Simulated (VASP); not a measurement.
A run of VASP 6.6.1:

The input INCAR:

```
SYSTEM = Cd
PREC     = Accurate       ! precision mode
ENCUT    = 500            ! plane-wave cutoff, eV
EDIFF    = 1E-7           ! SCF threshold, eV
ISMEAR   = 0              ! smearing method
SIGMA    = 0.05           ! smearing width, eV
LREAL    = .False.        ! projectors in reciprocal space
LASPH    = .True.         ! aspherical terms in the spheres
NELM     = 120            ! most SCF steps
ALGO     = Normal         ! electronic algorithm
ISIF     = 3              ! what is computed and relaxed
LWAVE    = .False.        ! write WAVECAR
LCHARG   = .False.        ! write CHGCAR
IBRION   = 2              ! ionic algorithm
NSW      = 60             ! ionic steps
EDIFFG   = -0.02          ! ionic threshold
GGA_COMPAT= .False.      
NELMIN   = 4
```

Contents of KPOINTS:

```
regular mesh
0
Gamma
  18 18 18
  0 0 0
```

POSCAR

```
Cd
1.0
    0.0000000000      2.2100000000      2.2100000000
    2.2100000000      0.0000000000      2.2100000000
    2.2100000000      2.2100000000      0.0000000000
Cd
1
Direct
    0.0000000000      0.0000000000      0.0000000000
```

Potentials or basis: VASP PAW LDA potentials, release 64 (Cd).

Command:

```bash
$ cat potpaw_LDA.64/Cd/POTCAR > POTCAR
$ mpirun -np 1 vasp_std > vasp.out
```

Hardware: 1 thread of Intel(R) Xeon(R) 6975P-C (Granite Rapids), with other jobs on the host.

Estimate the wall time of this run.

Run time: 20 s on 1 thread of Intel(R) Xeon(R) 6975P-C (Granite Rapids), with other jobs on the host, peak memory 0.16 GiB. Counts: scf iterations 26, k points 195, ion steps 3.
